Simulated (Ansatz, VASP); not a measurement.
**Ti2B3: VASP beside Ansatz**

INCAR

```
PREC = Accurate ; ENCUT = 600
EDIFF = 1E-6 ; ISMEAR = 0
SIGMA = 0.1 ; LREAL = False
LASPH = True ; NELM = 60
ALGO = Fast ; ISIF = 3
LWAVE = False ; LCHARG = False
GGA = PE ; IBRION = 2
NSW = 100 ; EDIFFG = -0.01
```

Contents of KPOINTS:

```
Automatic mesh
0
Gamma
  12 12 8
```

File POSCAR:

```
Ti2B3
1.0
    3.2102102141      0.0000000000      0.0000000000
    0.0000000000      3.2102102141      0.0000000000
    0.0000000000      0.0000000000      4.8482178368
Ti B
2 3
Direct
    0.5000000000      0.0000000000      0.6866197389
    0.0000000000      0.5000000000      0.3133802611
    0.5000000000      0.5000000000      0.0000000000
    0.0000000000      0.5000000000      0.8011987632
    0.5000000000      0.0000000000      0.1988012368
```

Input for Ansatz:

```yaml
crystal:
  lattice:
    - [3.2102102141, 0.0, 0.0]
    - [0.0, 3.2102102141, 0.0]
    - [0.0, 0.0, 4.8482178368]
  atoms:
    - { symbol: Ti, position: [0.5, 0.0, 0.6866197389] }
    - { symbol: Ti, position: [0.0, 0.5, 0.3133802611] }
    - { symbol: B, position: [0.5, 0.5, 0.0] }
    - { symbol: B, position: [0.0, 0.5, 0.8011987632] }
    - { symbol: B, position: [0.5, 0.0, 0.1988012368] }
basis:
  ecutwfc: 420
kpoints:
  mp_grid: { grid: [12, 12, 8] }
hamiltonian:
  xc: pbe
scf:
  occupations: { method: gaussian, width: 0.1 }
output:
  forces: true
  stress: true
  eigenvalues: true
relax:
  adjacent_minimum: "off"
  f_tol: 0.01
  max_steps: 80
  cell: { stress_tol: 0.05 }
```

Change from the starting cell: the structure that the rattled cell fell into.

Alike in both runs: task relaxation of cell and atoms; functional PBE; k mesh 12 × 12 × 8; occupations gaussian, width 0.1 eV; no spin polarisation.

|  | VASP | Ansatz |
| --- | --- | --- |
| version | VASP 6.6.1 | Ansatz 0.2.0 |
| potentials or method | VASP PAW PBE potentials, release 64 (Ti_sv, B), cutoff 600 eV | scalar-relativistic, plane waves, PAW |
| valence electrons in the cell | 33 | 33 |

|  | VASP | Ansatz | Ansatz less VASP |
| --- | --- | --- | --- |
| gap on the k mesh at the Fermi level, each at its own relaxed structure (eV) | none | none | - |
| relaxed volume (Å³/atom) | 10.00 | 10.00 | 0.000 |
| relaxed length of the cell vector where the two differ most in proportion (Å) | 3.211 | 3.211 | 0.0000 |

A gap of «none» marks a metal or a gap that the smearing closes.
